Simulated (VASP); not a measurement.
# C (R-3m) in VASP: single point with PBE

Aim: the single point of C with PBE.

Everything below comes from runs of VASP 6.6.1. Logs are shortened: lines on timing, memory, paths and dates and some standing lists are left out, and cuts for length are marked.

## Step 1: The cell of the first run

The structure is trigonal, space group R-3m (No. 166). Conventional cell: a = 2.494 Å, b = 2.494 Å, c = 29.442 Å, α = 90.00°, β = 90.00°, γ = 120.00°. Within 2.0 Å of C (site symmetry 3m) lie 4 C at 1.46 to 1.52 Å. Within 2.0 Å of C (site symmetry 3m) lie 4 C at 1.46 to 1.52 Å. C (site symmetry 3m) has 4 C at 1.46 to 1.52 Å within 2.0 Å. Within 2.0 Å of C (site symmetry 3m) lie 4 C at 1.49 to 1.52 Å. C (site symmetry 3m) has 4 C at 1.49 to 1.52 Å within 2.0 Å.

## Step 2: Single point, PBE

Input file INCAR:

```
ALGO = Normal
EDIFF = 1E-6
ENCUT = 800
GGA = PE
GGA_COMPAT = False
ISIF = 2
ISMEAR = 0
KPAR = 8
LASPH = True
LCHARG = True
LREAL = False
LVHAR = True
LWAVE = False
NBANDS = 31
NELM = 120
PREC = Accurate
SIGMA = 0.05
```

Input file KPOINTS:

```
k-points
0
Gamma
  12 12 12
```

Input file POSCAR:

```
C
1.0
    1.2472000000      0.7200712557      9.8141000000
   -1.2472000000      0.7200712557      9.8141000000
    0.0000000000     -1.4401425115      9.8141000000
C
10
Direct
    0.0248257000      0.0248257000      0.0248257000
    0.9751743000      0.9751743000      0.9751743000
    0.1086810650      0.1086810650      0.1086810650
    0.8913189350      0.8913189350      0.8913189350
    0.1583663742      0.1583663742      0.1583663742
    0.8416336258      0.8416336258      0.8416336258
    0.3748589682      0.3748589682      0.3748589682
    0.6251410318      0.6251410318      0.6251410318
    0.4253192967      0.4253192967      0.4253192967
    0.5746807033      0.5746807033      0.5746807033
```

Potentials or basis: VASP PAW PBE potentials, release 64 (C).

Command:

```console
> cat potpaw_PBE.64/C/POTCAR > POTCAR
> mpirun -np 8 vasp_std > vasp.out
```

OUTCAR:

```text
EDIFF = 1E-6
   ENCUT = 800
   GGA = PE
   ISIF = 2
   ISMEAR = 0
   LASPH = True
   LREAL = False
   NELM = 120
   PREC = Accurate

 ion  position               nearest neighbor table
   1  0.025  0.025  0.025-   2 1.46   7 1.52   7 1.52   7 1.52
   2  0.975  0.975  0.975-   1 1.46   8 1.52   8 1.52   8 1.52
   3  0.109  0.109  0.109-   5 1.46   9 1.52   9 1.52   9 1.52
   4  0.891  0.891  0.891-   6 1.46  10 1.52  10 1.52  10 1.52
   5  0.158  0.158  0.158-   3 1.46   6 1.52   6 1.52   6 1.52
   6  0.842  0.842  0.842-   4 1.46   5 1.52   5 1.52   5 1.52
   7  0.375  0.375  0.375-   9 1.49   1 1.52   1 1.52   1 1.52
   8  0.625  0.625  0.625-  10 1.49   2 1.52   2 1.52   2 1.52
   9  0.425  0.425  0.425-   7 1.49   3 1.52   3 1.52   3 1.52
  10  0.575  0.575  0.575-   8 1.49   4 1.52   4 1.52   4 1.52

  LATTYP: Found a trigonal (rhomboedric) cell.
 ALAT       =     9.9192020477
 COS(alpha) =     0.9683809566

  Lattice vectors:

 A1 = (   1.2472000000,   0.7200712557,   9.8141000000)
 A2 = (  -1.2472000000,   0.7200712557,   9.8141000000)
 A3 = (   0.0000000000,  -1.4401425115,   9.8141000000)

Analysis of symmetry for initial positions (statically):
=====================================================================
 Subroutine PRICEL returns:
 Original cell was already a primitive cell.

 Routine SETGRP: Setting up the symmetry group for a
 trigonal (rhombohedral) supercell.

 Subroutine GETGRP returns: Found 12 space group operations
 (whereof 12 operations were pure point group operations)
 out of a pool of 12 trial point group operations.

The static configuration has the point symmetry D_3d.

Analysis of symmetry for dynamics (positions and initial velocities):
=====================================================================
 Subroutine PRICEL returns:
 Original cell was already a primitive cell.

 Routine SETGRP: Setting up the symmetry group for a
 trigonal (rhombohedral) supercell.

 Subroutine GETGRP returns: Found 12 space group operations
 (whereof 12 operations were pure point group operations)
 out of a pool of 12 trial point group operations.

The dynamic configuration has the point symmetry D_3d.

 Subroutine INISYM returns: Found 12 space group operations
 (whereof 12 operations are pure point group operations),
 and found     1 'primitive' translations

----------------------------------------------------------------------------------------

                                     Primitive cell

  volume of cell :      52.8827

  direct lattice vectors                    reciprocal lattice vectors
     1.247200000  0.720071256  9.814100000     0.400898012  0.231458575  0.033964738
    -1.247200000  0.720071256  9.814100000    -0.400898012  0.231458575  0.033964738
     0.000000000 -1.440142511  9.814100000     0.000000000 -0.462917150  0.033964738

  length of vectors
     9.919202048  9.919202048  9.919202048     0.464161492  0.464161492  0.464161492

  position of ions in fractional coordinates (direct lattice)
     0.024825700  0.024825700  0.024825700
     0.975174300  0.975174300  0.975174300
     0.108681065  0.108681065  0.108681065
     0.891318935  0.891318935  0.891318935
     0.158366374  0.158366374  0.158366374
     0.841633626  0.841633626  0.841633626
     0.374858968  0.374858968  0.374858968
     0.625141032  0.625141032  0.625141032
     0.425319297  0.425319297  0.425319297
     0.574680703  0.574680703  0.574680703

  ion indices of the primitive-cell ions
   primitive index   ion index
                 1           1
                 2           2
                 3           3
                 4           4
                 5           5
                 6           6
                 7           7
                 8           8
                 9           9
                10          10

----------------------------------------------------------------------------------------

 KPOINTS: k-points

Automatic generation of k-mesh.
 Grid dimensions read from file:
 generate k-points for:   12   12   12

 Generating k-lattice:

  Cartesian coordinates                     Fractional coordinates (reciprocal lattice)
     0.033408168  0.019288215  0.002830395     0.083333333  0.000000000 -0.000000000
    -0.033408168  0.019288215  0.002830395     0.000000000  0.083333333 -0.000000000
     0.000000000 -0.038576429  0.002830395     0.000000000  0.000000000  0.083333333

  Length of vectors
     0.038680124  0.038680124  0.038680124

  Shift w.r.t. Gamma in fractional coordinates (k-lattice)
     0.000000000  0.000000000  0.000000000

 Subroutine IBZKPT returns following result:
 ===========================================

 Found    189 irreducible k-points:

 Following reciprocal coordinates:
            Coordinates               Weight
  0.000000  0.000000  0.000000      1.000000
  0.083333 -0.000000  0.000000      6.000000
  0.166667  0.000000  0.000000      6.000000
  0.250000  0.000000  0.000000      6.000000
  0.333333  0.000000  0.000000      6.000000
  0.416667  0.000000  0.000000      6.000000
[... 16 lines left out ...]
  0.500000  0.166667  0.000000     12.000000
 -0.416667  0.166667 -0.000000     12.000000
 [... further k-points ...]
   k-points           NKPTS =    189   k-points in BZ     NKDIM =    189   number of bands    NBANDS=     31
   number of dos      NEDOS =    301   number of ions     NIONS =     10
   total plane-waves  NPLWV = 884736
   dimension x,y,z NGX =    96 NGY =   96 NGZ =   96
   dimension x,y,z NGXF=   192 NGYF=  192 NGZF=  192
   ions per type =              10
   NGX,Y,Z   is equivalent  to a cutoff of  16.09, 16.09, 16.09 a.u.
   NGXF,Y,Z  is equivalent  to a cutoff of  32.18, 32.18, 32.18 a.u.
 SYSTEM =  unknown system
   PREC   = accura    normal or accurate (medium, high low for compatibility)
   ISTART =      0    job   : 0-new  1-cont  2-samecut
   ICHARG =      2    charge: 1-file 2-atom 10-const
   ISPIN  =      1    spin polarized calculation?
   LNONCOLLINEAR =      F non collinear calculations
   LSORBIT =      F    spin-orbit coupling
   LASPH  =      T    aspherical Exc in radial PAW
   ENCUT  =  800.0 eV  58.80 Ry    7.67 a.u.  22.88 22.88 22.88*2*pi/ulx,y,z
   NELM   =    120;   NELMIN=  2; NELMDL= -5     # of ELM steps
   EDIFF  = 0.1E-05   stopping-criterion for ELM
   LREAL  =      F    real-space projection
   EDIFFG = 0.1E-04   stopping-criterion for IOM
   NSW    =      0    number of steps for IOM
   IBRION =     -1    ionic relax: 0-MD 1-quasi-New 2-CG
   NFREE  =      0    steps in history (QN), initial steepest desc. (CG)
   ISIF   =      2    stress and relaxation
   ISYM   =      2    0-nonsym 1-usesym 2-fastsym
   POTIM  = 0.5000    time-step for ionic-motion
   TEBEG  =    0.0;   TEEND  =   0.0 temperature during run
   PSTRESS=    0.0 pullay stress
   NELECT =      40.0000    total number of electrons
   NUPDOWN=      -1.0000    fix difference up-down
   EMIN   =  10.00;   EMAX   =-10.00  energy-range for DOS
   EFERMI =   0.00;   METHOD = LEGACY
   ISMEAR =     0;   SIGMA  =   0.05  broadening in eV -4-tet -1-fermi 0-gaus
   EFERMI_NEDOS =   21; number of points for ismear=-14 and -15
   IALGO  =     38    algorithm
   IMIX   =      4    mixing-type and parameters
     AMIX     =   0.40;   BMIX     =  1.00
     AMIX_MAG =   1.60;   BMIX_MAG =  1.00
  volume/ion in A,a.u.               =       5.29        35.69
  Fermi-wavevector in a.u.,A,eV,Ry     =   1.491616  2.818746 30.271855  2.224919
  Thomas-Fermi vector in A             =   2.604249
   LORBIT       =      0    0 simple, 1 ext, 2 COOP (PROOUT), +10 PAW based schemes
   GGA     = PE    functional components
   LHFCALC =     F    Hartree Fock is set to
   AEXX    =    0.0000 exact exchange contribution
   IVDW    =     0    specifies the selected vdW correction
   LEPSILON=     F    determine dielectric tensor
   LRPA    =     F    only Hartree local field effects (RPA)
 non-spin polarized calculation
 Gauss-broadening in eV      SIGMA  =   0.05
  energy-cutoff  :      800.00
  volume of cell :       52.88
 maximum number of plane-waves:      2739
 NGX is ok and might be reduce to    96
   NGX = 45   NGY = 45   NGZ = 45

 number of electron      40.0000000 magnetization

 Free energy of the ion-electron system (eV)
  ---------------------------------------------------
  ext. energy  EPLUGINS =         0.00000000
  ---------------------------------------------------
  free energy    TOTEN  =       -90.14191721 eV

  energy without entropy =      -90.14191721  energy(sigma->0) =      -90.14191721

 E-fermi :  11.1069     XC(G=0): -13.6002

 val. band max:       10.9114833679   @ k =   0.0000   0.0000   0.0000
 cond. band min:      15.0340125575   @ k =   0.5000   0.5000   0.0000
 fundamental gap:      4.1225291896
 Fermi energy:        11.1068899566

 k-point     1 :       0.0000    0.0000    0.0000
  band No.  band energies     occupation
      1     -11.6931      2.00000
      2     -10.5052      2.00000
      3     -10.4440      2.00000
      4      -6.9225      2.00000
      5      -6.9010      2.00000
      6      -0.9784      2.00000
[... 23 lines left out ...]
     30      19.1780      0.00000
     31      19.4325      0.00000

 k-point     2 :       0.0833   -0.0000    0.0000
  band No.  band energies     occupation
      1     -11.5180      2.00000
      2     -10.3750      2.00000
      3     -10.2275      2.00000
      4      -6.8743      2.00000
      5      -6.6195      2.00000
      6      -1.0069      2.00000
[... 23 lines left out ...]
     30      19.4681      0.00000
     31      19.6984      0.00000

 k-point     3 :       0.1667    0.0000    0.0000
  band No.  band energies     occupation
      1     -10.9944      2.00000
      2      -9.9200      2.00000
      3      -9.6463      2.00000
      4      -6.5066      2.00000
      5      -6.0054      2.00000
      6      -0.7710      2.00000
[... 23 lines left out ...]
     30      20.2132      0.00000
     31      20.8630      0.00000

 k-point     4 :       0.2500    0.0000    0.0000
  band No.  band energies     occupation
      1     -10.1286      2.00000
      2      -9.1280      2.00000
      3      -8.7281      2.00000
      4      -5.8181      2.00000
      5      -5.0880      2.00000
      6      -0.3469      2.00000
[... 23 lines left out ...]
     30      21.1088      0.00000
     31      21.5276      0.00000

 k-point     5 :       0.3333    0.0000    0.0000
  band No.  band energies     occupation
      1      -8.9358      2.00000
      2      -8.0135      2.00000
      3      -7.4973      2.00000
      4      -4.8400      2.00000
      5      -3.9376      2.00000
      6      -0.8084      2.00000
[... 23 lines left out ...]
     30      21.8430      0.00000
     31      22.1619      0.00000
[... 542 lines left out ...]
     30      21.6860      0.00000
     31      21.9299      0.00000

 k-point    22 :       0.4167    0.1667    0.0000
  band No.  band energies     occupation
      1      -8.4043      2.00000
      2      -7.6845      2.00000
      3      -6.7853      2.00000
      4      -4.7238      2.00000
      5      -3.1443      2.00000
      6      -0.7966      2.00000
[... 23 lines left out ...]
     30      21.7997      0.00000
     31      22.4504      0.00000

 k-point    23 :       0.5000    0.1667    0.0000
  band No.  band energies     occupation
      1      -6.9406      2.00000
      2      -6.3079      2.00000
      3      -5.3744      2.00000
      4      -3.6982      2.00000
      5      -2.8840      2.00000
      6      -2.0579      2.00000
[... 23 lines left out ...]
     30      22.2008      0.00000
     31      22.3062      0.00000

 k-point    24 :      -0.4167    0.1667   -0.0000
  band No.  band energies     occupation
      1      -5.6365      2.00000
      2      -5.2587      2.00000
      3      -4.8109      2.00000
      4      -3.8855      2.00000
      5      -3.6798      2.00000
      6      -2.7046      2.00000
[... 23 lines left out ...]
     30      22.1125      0.00000
     31      22.3438      0.00000

 [... further k-points ...]

------------------------ aborting loop because EDIFF is reached ----------------------------------------

  FORCE on cell =-STRESS in cart. coord.  units (eV):
  Direction    XX          YY          ZZ          XY          YZ          ZX
  --------------------------------------------------------------------------------------
  -------------------------------------------------------------------------------------
  Total        5.5333504      5.5333504     27.3886318      0.0000000     -0.0000000      0.0000000
  in kB      167.6430084    167.6430084    829.7888858      0.0000000     -0.0000000      0.0000000
  external PRESSURE =     388.3583009 kB  Pullay stress =       0.0000000 kB

 VOLUME and BASIS-vectors are now :
 -----------------------------------------------------------------------------
  energy-cutoff  :      800.00
  volume of cell :       52.88
      direct lattice vectors                 reciprocal lattice vectors
     1.247200000  0.720071256  9.814100000     0.400898012  0.231458575  0.033964738
    -1.247200000  0.720071256  9.814100000    -0.400898012  0.231458575  0.033964738
     0.000000000 -1.440142511  9.814100000     0.000000000 -0.462917150  0.033964738

 POSITION                                       TOTAL-FORCE (eV/Angst)
 -----------------------------------------------------------------------------------
      0.00000     -0.00000      0.73093         0.000000     -0.000000      0.361436
      0.00000     -0.00000     28.71137         0.000000      0.000000     -0.361436
      0.00000     -0.00000      3.19982         0.000000      0.000000     -0.349614
      0.00000     -0.00000     26.24248         0.000000     -0.000000      0.349614
      0.00000     -0.00000      4.66267         0.000000     -0.000000      0.508494
      0.00000     -0.00000     24.77963         0.000000      0.000000     -0.508494
      0.00000     -0.00000     11.03671         0.000000      0.000000     -0.408079
      0.00000     -0.00000     18.40559         0.000000     -0.000000      0.408079
      0.00000     -0.00000     12.52238         0.000000     -0.000000      0.412594
      0.00000     -0.00000     16.91992         0.000000      0.000000     -0.412594
 -----------------------------------------------------------------------------------
    total drift:                               -0.000000     -0.000000      0.000000

  FREE ENERGIE OF THE ION-ELECTRON SYSTEM (eV)
  ---------------------------------------------------
  free  energy   TOTEN  =       -90.1419172120 eV

  energy  without entropy=      -90.1419172120  energy(sigma->0) =      -90.14191721
```

Run time: 13 min. Hardware: 8 MPI ranks of Intel Xeon 6975P-C (Granite Rapids), shared host; peak memory 1.7 GiB.

What came out:

| Item | Value |
| --- | --- |
| Free energy | -90.1419 eV |
| Pressure | 38.8 GPa |
| Largest force | 0.508 eV/Å |
| Band gap on the k mesh | 4.12 eV (least direct gap 4.97 eV) |

Forces on the atoms (eV/Å):
```
C    0.000  0.000  0.361
C    0.000  0.000 -0.361
C    0.000  0.000 -0.350
C    0.000  0.000  0.350
C    0.000  0.000  0.508
C    0.000  0.000 -0.508
C    0.000  0.000 -0.408
C    0.000  0.000  0.408
C    0.000  0.000  0.413
C    0.000  0.000 -0.413
```

Levels at points of the mesh, in eV from the valence-band top:
```tsv
k point	band 17	band 18	band 19	band 20	band 21	band 22	band 23	band 24
(0.00, 0.00, 0.00)	-1.65	-0.26	0.00	0.00	4.97	4.97	6.64	6.68
(0.50, 0.00, 0.00)	-4.87	-4.81	-3.72	-2.93	4.38	4.40	6.44	6.55
(0.50, 0.50, 0.00)	-4.35	-4.30	-3.56	-3.54	4.12	5.16	5.24	6.34
(0.50, 0.50, 0.50)	-0.62	-0.62	-0.57	-0.57	5.59	5.59	5.73	5.73
```

Caveat: the stress differs along the axes, from 17 to 83 GPa. A k mesh can miss the band edges.
